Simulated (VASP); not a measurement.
# FePt (P6_3/mmc) in VASP: further runs

Runs on FePt. Level: PBE. Tasks: single point, relaxation of cell and atoms.

All numbers are computed with VASP 6.6.1; they aren't measurements. Logs are shortened: lines on timing, memory, paths and dates and some standing lists are left out, and cuts for length are marked.

### Step 1. The cell of the first run

It takes space group P6_3/mmc (No. 194, hexagonal). Conventional cell: a = 3.675 Å, b = 3.675 Å, c = 4.853 Å, α = 90.00°, β = 90.00°, γ = 120.00°. Within 2.8 Å of Fe (site symmetry -6m2) lie 3 Pt at 2.12 Å and 2 Fe at 2.43 Å. Within 2.8 Å of Pt (site symmetry -6m2) lie 3 Fe at 2.12 Å.

### Step 2. Single point, PBE, collinear spin, ferromagnetic start

Input file INCAR:

```
  PREC = Accurate
  ENCUT = 520
  EDIFF = 1E-6
  ISMEAR = 0
  SIGMA = 0.1
  LREAL = F
  LASPH = T
  NELM = 150
  ALGO = Normal
  ISIF = 2
  LWAVE = F
  LCHARG = F
  ISPIN = 2
  MAGMOM = 4 4 0 0
  LORBIT = 11
  LMAXMIX = 4
  GGA = PE
  NBANDS = 30
```

Input file KPOINTS:

```
Automatic mesh
0
Gamma
  6 6 4
```

Input file POSCAR:

```
FePt
1.0
    3.6749996300      0.0000000000      0.0000000000
   -1.8374998100      3.1826430400      0.0000000000
    0.0000000000      0.0000000000      4.8530916600
Fe Pt
2 2
Direct
    0.0000000000      0.0000000000      0.2500000000
    0.0000000000      0.0000000000      0.7500000000
    0.3333333300      0.6666666700      0.7500000000
    0.6666666700      0.3333333300      0.2500000000
```

Potentials or basis: VASP PAW PBE potentials, release 64 (Fe, Pt).

The run is started by

```
$ cat potpaw_PBE.64/Fe/POTCAR potpaw_PBE.64/Pt/POTCAR > POTCAR
$ mpirun -np 1 vasp_std > vasp.out
```

OUTCAR:

```text
PREC = Accurate
   ENCUT = 520
   EDIFF = 1E-6
   ISMEAR = 0
   LREAL = F
   LASPH = T
   NELM = 150
   ISIF = 2
   ISPIN = 2
   LORBIT = 11
   GGA = PE

 ion  position               nearest neighbor table
   1  0.000  0.000  0.250-   4 2.12   4 2.12   4 2.12   2 2.43   2 2.43   3 3.22   3 3.22   3 3.22
                             3 3.22   3 3.22   3 3.22
   2  0.000  0.000  0.750-   3 2.12   3 2.12   3 2.12   1 2.43   1 2.43   4 3.22   4 3.22   4 3.22
                             4 3.22   4 3.22   4 3.22
   3  0.333  0.667  0.750-   2 2.12   2 2.12   2 2.12   1 3.22   1 3.22   4 3.22   4 3.22   4 3.22
                             4 3.22   1 3.22   1 3.22   1 3.22   1 3.22   4 3.22   4 3.22
   4  0.667  0.333  0.250-   1 2.12   1 2.12   1 2.12   2 3.22   2 3.22   3 3.22   3 3.22   3 3.22
                             3 3.22   2 3.22   2 3.22   2 3.22   2 3.22   3 3.22   3 3.22

  LATTYP: Found a hexagonal cell.
 ALAT       =     3.6749996300
 C/A-ratio  =     1.3205692921

  Lattice vectors:

 A1 = (   3.6749996300,   0.0000000000,   0.0000000000)
 A2 = (  -1.8374998100,   3.1826430400,   0.0000000000)
 A3 = (   0.0000000000,   0.0000000000,   4.8530916600)

Analysis of symmetry for initial positions (statically):
=====================================================================
 Subroutine PRICEL returns:
 Original cell was already a primitive cell.

 Routine SETGRP: Setting up the symmetry group for a
 hexagonal supercell.

 Subroutine GETGRP returns: Found 24 space group operations
 (whereof 12 operations were pure point group operations)
 out of a pool of 24 trial point group operations.

The static configuration has the point symmetry D_3d.
 The point group associated with its full space group is D_6h.

Analysis of symmetry for dynamics (positions and initial velocities):
=====================================================================
 Subroutine PRICEL returns:
 Original cell was already a primitive cell.

 Routine SETGRP: Setting up the symmetry group for a
 hexagonal supercell.

 Subroutine GETGRP returns: Found 24 space group operations
 (whereof 12 operations were pure point group operations)
 out of a pool of 24 trial point group operations.

The dynamic configuration has the point symmetry D_3d.
 The point group associated with its full space group is D_6h.

Analysis of structural, dynamic, and magnetic symmetry:
=====================================================================
 Subroutine PRICEL returns:
 Original cell was already a primitive cell.

 Routine SETGRP: Setting up the symmetry group for a
 hexagonal supercell.

 Subroutine GETGRP returns: Found 24 space group operations
 (whereof 12 operations were pure point group operations)
 out of a pool of 24 trial point group operations.

The overall configuration has the point symmetry D_3d.
 The point group associated with its full space group is D_6h.

 Subroutine INISYM returns: Found 24 space group operations
 (whereof 12 operations are pure point group operations),
 and found     1 'primitive' translations

----------------------------------------------------------------------------------------

                                     Primitive cell

  volume of cell :      56.7628

  direct lattice vectors                    reciprocal lattice vectors
     3.674999630  0.000000000  0.000000000     0.272108871  0.157102129  0.000000000
    -1.837499810  3.182643040  0.000000000     0.000000000  0.314204260  0.000000000
     0.000000000  0.000000000  4.853091660     0.000000000  0.000000000  0.206054217

  length of vectors
     3.674999630  3.674999629  4.853091660     0.314204260  0.314204260  0.206054217

  position of ions in fractional coordinates (direct lattice)
     0.000000000  0.000000000  0.250000000
     0.000000000  0.000000000  0.750000000
     0.333333330  0.666666670  0.750000000
     0.666666670  0.333333330  0.250000000

  ion indices of the primitive-cell ions
   primitive index   ion index
                 1           1
                 2           2
[... 23 lines left out ...]

 Subroutine IBZKPT returns following result:
 ===========================================

 Found     21 irreducible k-points:

 Following reciprocal coordinates:
            Coordinates               Weight
  0.000000  0.000000  0.000000      1.000000
  0.166667 -0.000000  0.000000      6.000000
  0.333333  0.000000  0.000000      6.000000
  0.500000  0.000000  0.000000      3.000000
  0.166667  0.166667  0.000000      6.000000
  0.333333  0.166667  0.000000     12.000000
[... 13 lines left out ...]
  0.333333  0.166667  0.500000     12.000000
  0.333333  0.333333  0.500000      2.000000
   k-points           NKPTS =     21   k-points in BZ     NKDIM =     21   number of bands    NBANDS=     30
   number of dos      NEDOS =    301   number of ions     NIONS =      4
   total plane-waves  NPLWV =  28224
   dimension x,y,z NGX =    28 NGY =   28 NGZ =   36
   dimension x,y,z NGXF=    56 NGYF=   56 NGZF=   72
   ions per type =               2   2
   NGX,Y,Z   is equivalent  to a cutoff of  12.67, 12.67, 12.33 a.u.
   NGXF,Y,Z  is equivalent  to a cutoff of  25.33, 25.33, 24.66 a.u.
 SYSTEM =  unknown system
   PREC   = accura    normal or accurate (medium, high low for compatibility)
   ISTART =      0    job   : 0-new  1-cont  2-samecut
   ICHARG =      2    charge: 1-file 2-atom 10-const
   ISPIN  =      2    spin polarized calculation?
   LNONCOLLINEAR =      F non collinear calculations
   LSORBIT =      F    spin-orbit coupling
   LASPH  =      T    aspherical Exc in radial PAW
   ENCUT  =  520.0 eV  38.22 Ry    6.18 a.u.   6.83  6.83  9.02*2*pi/ulx,y,z
   NELM   =    150;   NELMIN=  2; NELMDL= -5     # of ELM steps
   EDIFF  = 0.1E-05   stopping-criterion for ELM
   LREAL  =      F    real-space projection
   EDIFFG = 0.1E-04   stopping-criterion for IOM
   NSW    =      0    number of steps for IOM
   IBRION =     -1    ionic relax: 0-MD 1-quasi-New 2-CG
   NFREE  =      0    steps in history (QN), initial steepest desc. (CG)
   ISIF   =      2    stress and relaxation
   ISYM   =      2    0-nonsym 1-usesym 2-fastsym
   POTIM  = 0.5000    time-step for ionic-motion
   TEBEG  =    0.0;   TEEND  =   0.0 temperature during run
   PSTRESS=    0.0 pullay stress
   NELECT =      36.0000    total number of electrons
   NUPDOWN=      -1.0000    fix difference up-down
   EMIN   =  10.00;   EMAX   =-10.00  energy-range for DOS
   EFERMI =   0.00;   METHOD = LEGACY
   ISMEAR =     0;   SIGMA  =   0.10  broadening in eV -4-tet -1-fermi 0-gaus
   EFERMI_NEDOS =   21; number of points for ismear=-14 and -15
   IALGO  =     38    algorithm
   IMIX   =      4    mixing-type and parameters
     AMIX     =   0.40;   BMIX     =  1.00
     AMIX_MAG =   1.60;   BMIX_MAG =  1.00
  volume/ion in A,a.u.               =      14.19        95.76
  Fermi-wavevector in a.u.,A,eV,Ry     =   1.406548  2.657989 26.917440  1.978376
  Thomas-Fermi vector in A             =   2.528897
   LORBIT       =     11    0 simple, 1 ext, 2 COOP (PROOUT), +10 PAW based schemes
   GGA     = PE    functional components
   LHFCALC =     F    Hartree Fock is set to
   AEXX    =    0.0000 exact exchange contribution
   IVDW    =     0    specifies the selected vdW correction
   LEPSILON=     F    determine dielectric tensor
   LRPA    =     F    only Hartree local field effects (RPA)
 spin polarized calculation
 Gauss-broadening in eV      SIGMA  =   0.10
  energy-cutoff  :      520.00
  volume of cell :       56.76
 maximum number of plane-waves:      1555
 NGX is ok and might be reduce to    28
   NGX = 13   NGY = 13   NGZ = 19

 number of electron      35.9999990 magnetization       5.2233100

 Free energy of the ion-electron system (eV)
  ---------------------------------------------------
  ext. energy  EPLUGINS =         0.00000000
  ---------------------------------------------------
  free energy    TOTEN  =       -22.86769993 eV

  energy without entropy =      -22.85238213  energy(sigma->0) =      -22.86004103

 E-fermi :   8.4759     XC(G=0): -12.6830

 val. band max:        8.4491060968   @ k =   0.3333   0.3333   0.0000
 cond. band min:       8.4923833443   @ k =   0.0000   0.0000   0.5000
 fundamental gap:      0.0432772474
 Fermi energy:         8.4758831684

 spin component 1

 k-point     1 :       0.0000    0.0000    0.0000
  band No.  band energies     occupation
      1      -0.7904      1.00000
      2       1.6371      1.00000
      3       3.4710      1.00000
      4       3.4710      1.00000
      5       3.6454      1.00000
      6       3.6695      1.00000
[... 682 lines left out ...]
     29      22.3177      0.00000
     30      22.3177      0.00000
 Fermi energy:         8.4758831684

 spin component 2

 k-point     1 :       0.0000    0.0000    0.0000
  band No.  band energies     occupation
      1      -0.5413      1.00000
      2       2.0657      1.00000
      3       3.9332      1.00000
      4       3.9332      1.00000
      5       4.3984      1.00000
      6       4.3984      1.00000
[... 682 lines left out ...]
     29      22.9757      0.00000
     30      22.9757      0.00000

------------------------ aborting loop because EDIFF is reached ----------------------------------------

  FORCE on cell =-STRESS in cart. coord.  units (eV):
  Direction    XX          YY          ZZ          XY          YZ          ZX
  --------------------------------------------------------------------------------------
  -------------------------------------------------------------------------------------
  Total       30.4564532     30.4564533     -2.2712685      0.0000000      0.0000000      0.0000000
  in kB      859.6589397    859.6589405    -64.1084589      0.0000014      0.0000000      0.0000000
  external PRESSURE =     551.7364738 kB  Pullay stress =       0.0000000 kB

 VOLUME and BASIS-vectors are now :
 -----------------------------------------------------------------------------
  energy-cutoff  :      520.00
  volume of cell :       56.76
      direct lattice vectors                 reciprocal lattice vectors
     3.674999630  0.000000000  0.000000000     0.272108871  0.157102129  0.000000000
    -1.837499810  3.182643040  0.000000000     0.000000000  0.314204260  0.000000000
     0.000000000  0.000000000  4.853091660     0.000000000  0.000000000  0.206054217

 POSITION                                       TOTAL-FORCE (eV/Angst)
 -----------------------------------------------------------------------------------
      0.00000      0.00000      1.21327         0.000000      0.000000     -0.000000
      0.00000      0.00000      3.63982         0.000000      0.000000     -0.000000
     -0.00000      2.12176      3.63982        -0.000000     -0.000000     -0.000000
      1.83750      1.06088      1.21327         0.000000      0.000000      0.000000
 -----------------------------------------------------------------------------------
    total drift:                                0.000000     -0.000000      0.000000

  FREE ENERGIE OF THE ION-ELECTRON SYSTEM (eV)
  ---------------------------------------------------
  free  energy   TOTEN  =       -22.8676999348 eV

  energy  without entropy=      -22.8523821266  energy(sigma->0) =      -22.86004103

 total charge

# of ion       s       p       d       tot
------------------------------------------
    1        0.588   0.642   6.555   7.784
    2        0.588   0.642   6.555   7.784
    3        0.833   0.575   8.236   9.644
    4        0.833   0.575   8.236   9.644
--------------------------------------------------
tot          2.842   2.433  29.582  34.857

 magnetization (x)

# of ion       s       p       d       tot
------------------------------------------
    1        0.012   0.033   2.092   2.136
    2        0.012   0.033   2.092   2.136
    3       -0.003   0.012   0.380   0.388
    4       -0.003   0.012   0.380   0.388
--------------------------------------------------
tot          0.016   0.090   4.943   5.049
```

It took 88 s on 1 thread of Intel Xeon 6975P-C, shared host; peak memory 0.22 GiB.

Results:

| Item | Value |
| --- | --- |
| Free energy | -22.8677 eV |
| Pressure | 55.2 GPa |
| Net moment | 5.22 μB per cell |
| Site moments | Fe +2.14; Pt +0.39 μB |
| Valence electrons inside the program's atomic spheres | Fe 7.78; Pt 9.64 |

Stress tensor (GPa, compression positive):
```
85.97  0.00  0.00
 0.00 85.97  0.00
 0.00  0.00 -6.41
```

Caveat: spin-orbit coupling is left out, which moves the levels of the heavy elements.

### Step 3. Single point, PBE, collinear spin, ferromagnetic start

This run uses another cell than the first one, of 16.94 Å³/atom, 1.193 times its volume.

Input file INCAR:

```
SYSTEM = FePt
PREC     = Accurate       ! precision mode
ENCUT    = 520            ! plane-wave cutoff, eV
EDIFF    = 1E-6           ! SCF threshold, eV
ISMEAR   = 0              ! smearing method
SIGMA    = 0.1            ! smearing width, eV
LREAL    = .False.        ! projectors in reciprocal space
LASPH    = .True.         ! aspherical terms in the spheres
NELM     = 150            ! most SCF steps
ALGO     = Fast           ! electronic algorithm
ISIF     = 2              ! what is computed and relaxed
LWAVE    = .False.        ! write WAVECAR
LCHARG   = .False.        ! write CHGCAR
ISPIN    = 2              ! spin polarisation
MAGMOM   = 4 4 0 0        ! initial moments
LORBIT   = 11             ! projections on sites
LMAXMIX  = 4              ! l up to which the mixer works
GGA      = PE             ! functional
NBANDS   = 30             ! bands
```

Input file KPOINTS:

```
Automatic mesh
0
Gamma
  6 6 4
  0 0 0
```

Input file POSCAR:

```
FePt
1.0
    4.1723786216     -0.0000000033      0.0000000000
   -2.0861893080      3.6133858822      0.0000000000
    0.0000000000      0.0000000000      4.4934983440
Fe Pt
2 2
Direct
    0.0000000000      0.0000000000      0.2500000000
    0.0000000000      0.0000000000      0.7500000000
    0.3333333333      0.6666666667      0.7500000000
    0.6666666667      0.3333333333      0.2500000000
```

Potentials or basis: VASP PAW PBE potentials, release 64 (Fe, Pt).

The run is started by

```
$ cat potpaw_PBE.64/Fe/POTCAR potpaw_PBE.64/Pt/POTCAR > POTCAR
$ mpirun -np 1 vasp_std > vasp.out
```

Wall time 1.7 min (1 thread of Intel Xeon 6975P-C, shared host); peak memory 0.25 GiB.

The run converged. Its results:

```
Free energy                                           : -26.2232 eV
Pressure                                              : -0.4 GPa
Net moment                                            : 6.63 μB per cell
Site moments                                          : Fe +2.81; Pt +0.44 μB
Valence electrons inside the program's atomic spheres : Fe 7.19; Pt 9.13
```

Stress tensor (GPa, compression positive):
```
-0.31  0.00  0.00
 0.00 -0.31  0.00
 0.00  0.00 -0.47
```

Levels at points of the mesh, in eV from the Fermi level:
Spin up:
```csv
k point,band 20,band 21,band 22,band 23,band 24,band 25
"(0.00, 0.00, 0.00)",-1.04,-0.28,0.38,3.86,6.98,6.98
"(0.50, 0.00, 0.00)",-0.74,-0.16,0.24,1.57,4.10,5.37
"(0.00, 0.00, 0.50)",-1.46,-1.46,-1.46,7.75,7.75,7.75
"(0.50, 0.00, 0.50)",-0.95,-0.71,-0.71,1.01,1.01,5.30
```
Spin down:
| k point | band 12 | band 13 | band 14 | band 15 | band 16 | band 17 | band 18 | band 19 |
| --- | --- | --- | --- | --- | --- | --- | --- | --- |
| (0.00, 0.00, 0.00) | -1.52 | -0.93 | -0.93 | 0.22 | 0.22 | 0.32 | 0.32 | 0.54 |
| (0.50, 0.00, 0.00) | -2.19 | -1.21 | -0.42 | 0.10 | 1.04 | 1.07 | 1.11 | 1.67 |
| (0.00, 0.00, 0.50) | -1.92 | -0.19 | -0.19 | -0.19 | -0.19 | -0.18 | -0.18 | 0.64 |
| (0.50, 0.00, 0.50) | -2.14 | -0.56 | -0.56 | 0.02 | 0.02 | 0.83 | 0.83 | 1.09 |

Caveat: spin-orbit coupling is left out, which moves the levels of the heavy elements.

[end of part 1 of 2]
